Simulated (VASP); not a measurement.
# Y3LuO2 (P6/mmm) in VASP: single point with PBE

Aim: the single point of Y3LuO2 with PBE.

Everything below comes from runs of VASP 6.6.1. Logs are shortened: lines on timing, memory, paths and dates and some standing lists are left out, and cuts for length are marked.

## Step 1: The cell of the first run

It takes space group P6/mmm (No. 191, hexagonal). The conventional cell has a = 5.350 Å, b = 5.350 Å, c = 4.769 Å, α = 90.00°, β = 90.00°, γ = 120.00°. Within 3.6 Å of Y (site symmetry mmm) lie 4 Y at 2.68 Å and 4 O at 2.74 Å and 4 Lu at 3.58 Å. Lu (site symmetry 6/mmm) has 2 O at 1.79 Å within 2.4 Å. O (site symmetry 6mm) has 1 O at 1.19 Å within 1.6 Å.

The cell was generated, and may not be a known phase.

## Step 2: Single point, PBE

The input, INCAR:

```
SYSTEM = Y3LuO2
PREC = Accurate ; ENCUT = 520
EDIFF = 1E-7 ; ISMEAR = 0
SIGMA = 0.1 ; LREAL = .False.
LASPH = .True. ; NELM = 60
ALGO = Normal ; ISIF = 2
LWAVE = .False. ; LCHARG = .True.
GGA = PE ; LELF = .True.
LVHAR = .True. ; NBANDS = 44
```

The input, KPOINTS:

```
regular mesh
0
Gamma
  6 6 4
  0 0 0
```

The input, POSCAR:

```
Y3LuO2
1.0
    5.3503434800      0.0000000000      0.0000000000
   -2.6751717400      4.6335333700      0.0000000000
    0.0000000000      0.0000000000      4.7685682200
Y Lu O
3 1 2
Direct
    0.5000000000      0.0000000000      0.5000000000
    0.0000000000      0.5000000000      0.5000000000
    0.5000000000      0.5000000000      0.5000000000
    0.0000000000      0.0000000000      0.0000000000
    0.0000000000      0.0000000000      0.3757330200
    0.0000000000      0.0000000000      0.6242669800
```

Potentials or basis: VASP PAW PBE potentials, release 64 (Y_sv, Lu, O).

Started as:

```
cat potpaw_PBE.64/Y_sv/POTCAR potpaw_PBE.64/Lu/POTCAR potpaw_PBE.64/O/POTCAR > POTCAR
mpirun -np 1 vasp_std > vasp.out
```

OUTCAR:

```text
SYSTEM = Y3LuO2
   PREC = Accurate
   ENCUT = 520
   EDIFF = 1E-7
   ISMEAR = 0
   LREAL = .False.
   LASPH = .True.
   NELM = 60
   ISIF = 2
   GGA = PE

 ion  position               nearest neighbor table
   1  0.500  0.000  0.500-   2 2.68   3 2.68   3 2.68   2 2.68   5 2.74   5 2.74   6 2.74   6 2.74
                             4 3.58   4 3.58   4 3.58   4 3.58
   2  0.000  0.500  0.500-   1 2.68   1 2.68   3 2.68   3 2.68   5 2.74   6 2.74   5 2.74   6 2.74
                             4 3.58   4 3.58   4 3.58   4 3.58
   3  0.500  0.500  0.500-   1 2.68   1 2.68   2 2.68   2 2.68   5 2.74   6 2.74   5 2.74   6 2.74
                             4 3.58   4 3.58   4 3.58   4 3.58
   4  0.000  0.000  0.000-   5 1.79   6 1.79   2 3.58   3 3.58   2 3.58   3 3.58   2 3.58   2 3.58
                             3 3.58   3 3.58   1 3.58   1 3.58   1 3.58   1 3.58
   5  0.000  0.000  0.376-   6 1.19   4 1.79   2 2.74   3 2.74   2 2.74   3 2.74   1 2.74   1 2.74

   6  0.000  0.000  0.624-   5 1.19   4 1.79   2 2.74   3 2.74   2 2.74   3 2.74   1 2.74   1 2.74

  LATTYP: Found a hexagonal cell.
 ALAT       =     5.3503434800
 C/A-ratio  =     0.8912639418

  Lattice vectors:

 A1 = (   5.3503434800,   0.0000000000,   0.0000000000)
 A2 = (  -2.6751717400,   4.6335333700,   0.0000000000)
 A3 = (   0.0000000000,   0.0000000000,   4.7685682200)

Analysis of symmetry for initial positions (statically):
=====================================================================
 Subroutine PRICEL returns:
 Original cell was already a primitive cell.

 Routine SETGRP: Setting up the symmetry group for a
 hexagonal supercell.

 Subroutine GETGRP returns: Found 24 space group operations
 (whereof 24 operations were pure point group operations)
 out of a pool of 24 trial point group operations.

The static configuration has the point symmetry D_6h.

Analysis of symmetry for dynamics (positions and initial velocities):
=====================================================================
 Subroutine PRICEL returns:
 Original cell was already a primitive cell.

 Routine SETGRP: Setting up the symmetry group for a
 hexagonal supercell.

 Subroutine GETGRP returns: Found 24 space group operations
 (whereof 24 operations were pure point group operations)
 out of a pool of 24 trial point group operations.

The dynamic configuration has the point symmetry D_6h.

 Subroutine INISYM returns: Found 24 space group operations
 (whereof 24 operations are pure point group operations),
 and found     1 'primitive' translations

----------------------------------------------------------------------------------------

                                     Primitive cell

  volume of cell :     118.2176

  direct lattice vectors                    reciprocal lattice vectors
     5.350343480  0.000000000  0.000000000     0.186903888  0.107909010  0.000000000
    -2.675171740  4.633533370  0.000000000     0.000000000  0.215818021  0.000000000
     0.000000000  0.000000000  4.768568220     0.000000000  0.000000000  0.209706552

  length of vectors
     5.350343480  5.350343478  4.768568220     0.215818020  0.215818021  0.209706552

  position of ions in fractional coordinates (direct lattice)
     0.500000000  0.000000000  0.500000000
     1.000000000  0.500000000  0.500000000
     0.500000000  0.500000000  0.500000000
     0.000000000  0.000000000  0.000000000
     0.000000000  0.000000000  0.375733020
     0.000000000  0.000000000  0.624266980

  ion indices of the primitive-cell ions
   primitive index   ion index
                 1           1
                 2           2
                 3           3
                 4           4
                 5           5
                 6           6

----------------------------------------------------------------------------------------

 KPOINTS: regular mesh

Automatic generation of k-mesh.
 Grid dimensions read from file:
 generate k-points for:    6    6    4

 Generating k-lattice:

  Cartesian coordinates                     Fractional coordinates (reciprocal lattice)
     0.031150648  0.017984835  0.000000000     0.166666667  0.000000000  0.000000000
     0.000000000  0.035969670  0.000000000     0.000000000  0.166666667  0.000000000
     0.000000000  0.000000000  0.052426638     0.000000000  0.000000000  0.250000000

  Length of vectors
     0.035969670  0.035969670  0.052426638

  Shift w.r.t. Gamma in fractional coordinates (k-lattice)
     0.000000000  0.000000000  0.000000000

 Subroutine IBZKPT returns following result:
 ===========================================

 Found     21 irreducible k-points:

 Following reciprocal coordinates:
            Coordinates               Weight
  0.000000  0.000000  0.000000      1.000000
  0.166667 -0.000000  0.000000      6.000000
  0.333333  0.000000  0.000000      6.000000
  0.500000  0.000000  0.000000      3.000000
  0.166667  0.166667  0.000000      6.000000
  0.333333  0.166667  0.000000     12.000000
[... 13 lines left out ...]
  0.333333  0.166667  0.500000     12.000000
  0.333333  0.333333  0.500000      2.000000
   k-points           NKPTS =     21   k-points in BZ     NKDIM =     21   number of bands    NBANDS=     44
   number of dos      NEDOS =    301   number of ions     NIONS =      6
   total plane-waves  NPLWV =  57600
   dimension x,y,z NGX =    40 NGY =   40 NGZ =   36
   dimension x,y,z NGXF=    80 NGYF=   80 NGZF=   72
   ions per type =               3   1   2
   NGX,Y,Z   is equivalent  to a cutoff of  12.43, 12.43, 12.55 a.u.
   NGXF,Y,Z  is equivalent  to a cutoff of  24.86, 24.86, 25.10 a.u.
 SYSTEM =  Y3LuO2
   PREC   = accura    normal or accurate (medium, high low for compatibility)
   ISTART =      0    job   : 0-new  1-cont  2-samecut
   ICHARG =      2    charge: 1-file 2-atom 10-const
   ISPIN  =      1    spin polarized calculation?
   LNONCOLLINEAR =      F non collinear calculations
   LSORBIT =      F    spin-orbit coupling
   LASPH  =      T    aspherical Exc in radial PAW
   ENCUT  =  520.0 eV  38.22 Ry    6.18 a.u.   9.95  9.95  8.87*2*pi/ulx,y,z
   NELM   =     60;   NELMIN=  2; NELMDL= -5     # of ELM steps
   EDIFF  = 0.1E-06   stopping-criterion for ELM
   LREAL  =      F    real-space projection
   EDIFFG = 0.1E-05   stopping-criterion for IOM
   NSW    =      0    number of steps for IOM
   IBRION =     -1    ionic relax: 0-MD 1-quasi-New 2-CG
   NFREE  =      0    steps in history (QN), initial steepest desc. (CG)
   ISIF   =      2    stress and relaxation
   ISYM   =      2    0-nonsym 1-usesym 2-fastsym
   POTIM  = 0.5000    time-step for ionic-motion
   TEBEG  =    0.0;   TEEND  =   0.0 temperature during run
   PSTRESS=    0.0 pullay stress
   NELECT =      70.0000    total number of electrons
   NUPDOWN=      -1.0000    fix difference up-down
   EMIN   =  10.00;   EMAX   =-10.00  energy-range for DOS
   EFERMI =   0.00;   METHOD = LEGACY
   ISMEAR =     0;   SIGMA  =   0.10  broadening in eV -4-tet -1-fermi 0-gaus
   EFERMI_NEDOS =   21; number of points for ismear=-14 and -15
   IALGO  =     38    algorithm
   IMIX   =      4    mixing-type and parameters
     AMIX     =   0.40;   BMIX     =  1.00
     AMIX_MAG =   1.60;   BMIX_MAG =  1.00
  volume/ion in A,a.u.               =      19.70       132.96
  Fermi-wavevector in a.u.,A,eV,Ry     =   1.374718  2.597840 25.712953  1.889849
  Thomas-Fermi vector in A             =   2.500119
   LORBIT       =      0    0 simple, 1 ext, 2 COOP (PROOUT), +10 PAW based schemes
   GGA     = PE    functional components
   LHFCALC =     F    Hartree Fock is set to
   AEXX    =    0.0000 exact exchange contribution
   IVDW    =     0    specifies the selected vdW correction
   LEPSILON=     F    determine dielectric tensor
   LRPA    =     F    only Hartree local field effects (RPA)
 non-spin polarized calculation
 Gauss-broadening in eV      SIGMA  =   0.10
  energy-cutoff  :      520.00
  volume of cell :      118.22
 maximum number of plane-waves:      3204
 NGX is ok and might be reduce to    40
   NGX = 19   NGY = 19   NGZ = 17

 number of electron      70.0000002 magnetization

 Free energy of the ion-electron system (eV)
  ---------------------------------------------------
  ext. energy  EPLUGINS =         0.00000000
  ---------------------------------------------------
  free energy    TOTEN  =       -26.97859107 eV

  energy without entropy =      -26.96058216  energy(sigma->0) =      -26.96958662

 E-fermi :   4.6891     XC(G=0): -10.4374

 val. band max:        4.5549710949   @ k =   0.3333   0.0000   0.0000
 cond. band min:       4.7227707868   @ k =   0.3333   0.1667   0.2500
 fundamental gap:      0.1677996919
 Fermi energy:         4.6890630415

 k-point     1 :       0.0000    0.0000    0.0000
  band No.  band energies     occupation
      1     -52.2897      2.00000
      2     -38.4043      2.00000
      3     -37.6154      2.00000
      4     -37.6154      2.00000
      5     -26.8889      2.00000
      6     -25.1344      2.00000
[... 36 lines left out ...]
     43       8.7798      0.00000
     44       8.7801      0.00000

 k-point     2 :       0.1667   -0.0000    0.0000
  band No.  band energies     occupation
      1     -52.2897      2.00000
      2     -38.3611      2.00000
      3     -37.6662      2.00000
      4     -37.6162      2.00000
      5     -26.9009      2.00000
      6     -25.1338      2.00000
[... 36 lines left out ...]
     43       8.1623      0.00000
     44       8.4285      0.00000

 k-point     3 :       0.3333    0.0000    0.0000
  band No.  band energies     occupation
      1     -52.2897      2.00000
      2     -38.2474      2.00000
      3     -37.7951      2.00000
      4     -37.6180      2.00000
      5     -26.9244      2.00000
      6     -25.1326      2.00000
[... 835 lines left out ...]
     43       7.1107      0.00000
     44       7.7534      0.00000

 k-point    21 :       0.3333    0.3333    0.5000
  band No.  band energies     occupation
      1     -52.2891      2.00000
      2     -38.0253      2.00000
      3     -38.0253      2.00000
      4     -37.6214      2.00000
      5     -27.6991      2.00000
      6     -23.5867      2.00000
[... 36 lines left out ...]
     43       7.3406      0.00000
     44       7.4354      0.00000

------------------------ aborting loop because EDIFF is reached ----------------------------------------

  FORCE on cell =-STRESS in cart. coord.  units (eV):
  Direction    XX          YY          ZZ          XY          YZ          ZX
  --------------------------------------------------------------------------------------
  -------------------------------------------------------------------------------------
  Total       20.2473853     20.2473852     46.7035223      0.0000000     -0.0000000      0.0000000
  in kB      274.4085064    274.4085061    632.9629057      0.0000000     -0.0000000      0.0000000
  external PRESSURE =     393.9266394 kB  Pullay stress =       0.0000000 kB

 VOLUME and BASIS-vectors are now :
 -----------------------------------------------------------------------------
  energy-cutoff  :      520.00
  volume of cell :      118.22
      direct lattice vectors                 reciprocal lattice vectors
     5.350343480  0.000000000  0.000000000     0.186903888  0.107909010  0.000000000
    -2.675171740  4.633533370  0.000000000     0.000000000  0.215818021  0.000000000
     0.000000000  0.000000000  4.768568220     0.000000000  0.000000000  0.209706552

 POSITION                                       TOTAL-FORCE (eV/Angst)
 -----------------------------------------------------------------------------------
      2.67517      0.00000      2.38428        -0.000000      0.000000      0.000000
     -1.33759      2.31677      2.38428        -0.000000      0.000000      0.000000
      1.33759      2.31677      2.38428        -0.000000      0.000000      0.000000
      0.00000      0.00000      0.00000        -0.000000      0.000000      0.000000
      0.00000      0.00000      1.79171         0.000000     -0.000000     -6.446711
      0.00000      0.00000      2.97686        -0.000000     -0.000000      6.446711
 -----------------------------------------------------------------------------------
    total drift:                                0.000000      0.000000     -0.000000

  FREE ENERGIE OF THE ION-ELECTRON SYSTEM (eV)
  ---------------------------------------------------
  free  energy   TOTEN  =       -26.9785910724 eV

  energy  without entropy=      -26.9605821604  energy(sigma->0) =      -26.96958662
```

Wall time 5.6 min (1 thread of Intel Xeon 8259CL, shared host); peak memory 0.31 GiB.

What came out:

```yaml
Free_energy: -26.9786 eV
Pressure: 39.4 GPa
Largest_force: 6.447 eV/Å
Band_gap_on_the_k_mesh: zero (bands 35 and 36 overlap by 1.51 eV)
```

Forces in eV/Å, atoms in the order of the input:
```
Y    0.000  0.000  0.000
Y    0.000  0.000  0.000
Y    0.000  0.000  0.000
Lu   0.000  0.000  0.000
O    0.000  0.000 -6.447
O    0.000  0.000  6.447
```

Stress tensor (GPa, compression positive):
```
27.44  0.00  0.00
 0.00 27.44  0.00
 0.00  0.00 63.30
```

Levels at points of the mesh, in eV from the Fermi level:
| k point | band 31 | band 32 | band 33 | band 34 | band 35 | band 36 | band 37 | band 38 | band 39 | band 40 |
| --- | --- | --- | --- | --- | --- | --- | --- | --- | --- | --- |
| (0.00, 0.00, 0.00) | -4.31 | -2.75 | -1.79 | -1.79 | -1.72 | -0.51 | 0.39 | 0.39 | 1.17 | 1.17 |
| (0.50, 0.00, 0.00) | -2.43 | -2.29 | -1.07 | -0.71 | 0.45 | 0.66 | 0.69 | 0.98 | 1.10 | 1.29 |
| (0.00, 0.00, 0.50) | -2.86 | -2.67 | -2.26 | -1.48 | -1.48 | -0.85 | 0.62 | 0.62 | 0.83 | 1.01 |
| (0.50, 0.00, 0.50) | -2.19 | -1.83 | -1.39 | -0.72 | 0.52 | 0.52 | 0.77 | 1.18 | 1.44 | 1.99 |

Caveat: the standard files for N, O and F lose accuracy on very short bonds; the stress differs along the axes, from 27 to 63 GPa; spin-orbit coupling is left out, which moves the levels of the heavy elements; forces of over 1 eV/Å act on the atoms, so gaps and moduli don't describe the material at rest.

The gap in the log of VASP goes by the Fermi energy; the results here count the filled bands.